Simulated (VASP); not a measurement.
Write the native input for VASP 6.6.1 that does the following.

- Task: single point
- Functional: r2SCAN
- Potentials or basis: VASP PAW PBE potentials, release 64 (In_d, W_sv, Se)
- Cutoff: 550 eV
- k mesh: 12 × 12 × 2
- Occupations: gaussian, width 0.1 eV
- Spin: no spin polarisation
- Dipole correction: no
- Further INCAR settings: ALGO = Normal; EDIFF = 1e-06; NBANDS = 38

In2WSe3:

```
CELL_PARAMETERS angstrom
3.48049 0.00000 0.00000
-1.74024 3.01419 0.00000
0.00000 0.00000 15.47133
ATOMIC_POSITIONS crystal
In 0.66667 0.33333 0.63365
In 0.66667 0.33333 0.36635
W 0.00000 0.00000 0.00000
Se 0.33333 0.66667 0.89512
Se 0.33333 0.66667 0.10488
Se 0.00000 0.00000 0.50000
```

One way to write it, as run:

POSCAR

```
In2WSe3
1.0
    3.4804851618      0.0000000000      0.0000000000
   -1.7402425809      3.0141885676      0.0000000000
    0.0000000000      0.0000000000     15.4713295178
In W Se
2 1 3
Direct
    0.6666666667      0.3333333333      0.6336544072
    0.6666666667      0.3333333333      0.3663455928
    0.0000000000      0.0000000000      0.0000000000
    0.3333333333      0.6666666667      0.8951238693
    0.3333333333      0.6666666667      0.1048761307
    0.0000000000      0.0000000000      0.5000000000
```

INCAR.step1

```
SYSTEM = In2WSe3
PREC     = Accurate       ! precision mode
ENCUT    = 550            ! plane-wave cutoff, eV
ISMEAR   = 0              ! smearing method
SIGMA    = 0.1            ! smearing width, eV
LREAL    = .FALSE.        ! projectors in reciprocal space
LASPH    = .TRUE.         ! aspherical terms in the spheres
NELM     = 120            ! most SCF steps
NBANDS   = 38             ! bands
GGA      = PE             ! functional
ALGO     = Normal         ! electronic algorithm
EDIFF    = 1E-5           ! SCF threshold, eV
LWAVE    = .TRUE.         ! write WAVECAR
LCHARG   = .FALSE.        ! write CHGCAR
GGA_COMPAT= .FALSE.
```

INCAR.step2

```
SYSTEM = In2WSe3
PREC     = Accurate       ! precision mode
ENCUT    = 550            ! plane-wave cutoff, eV
EDIFF    = 1E-6           ! SCF threshold, eV
ISMEAR   = 0              ! smearing method
SIGMA    = 0.1            ! smearing width, eV
LREAL    = .FALSE.        ! projectors in reciprocal space
LASPH    = .TRUE.         ! aspherical terms in the spheres
NELM     = 120            ! most SCF steps
ALGO     = Normal         ! electronic algorithm
ISIF     = 2              ! what is computed and relaxed
LWAVE    = .FALSE.        ! write WAVECAR
LCHARG   = .TRUE.         ! write CHGCAR
METAGGA  = R2SCAN         ! meta-GGA
LMIXTAU  = .TRUE.       
LELF     = .TRUE.         ! ELF
LVHAR    = .TRUE.       
NBANDS   = 38             ! bands
ISTART   = 1            
GGA_COMPAT= .FALSE.
```

KPOINTS

```
regular mesh
0
G
  12 12 2
  0 0 0
```

Potentials or basis: VASP PAW PBE potentials, release 64 (In_d, W_sv, Se).

Run with:

```console
$ cat potpaw_PBE.64/In_d/POTCAR potpaw_PBE.64/W_sv/POTCAR potpaw_PBE.64/Se/POTCAR > POTCAR
$ cp INCAR.step1 INCAR
$ mpirun -np 1 vasp_std > vasp.out
$ cp INCAR.step2 INCAR
$ mpirun -np 1 vasp_std > vasp.out
```

It gave:

| Item | Value |
| --- | --- |
| Pressure | -1.3 GPa |
| Largest force | 0.246 eV/Å |
| Band gap on the k mesh | zero (bands 29 and 30 overlap by 0.46 eV) |

Caveat: the PAW data sets were made with another functional, which shifts forces and pressure a little; spin-orbit coupling is left out, which moves the levels of the heavy elements.

Run time: 23 min on 1 thread of Oxide Virtual Turin-like Processor, with other jobs on the host, peak memory 0.46 GiB.
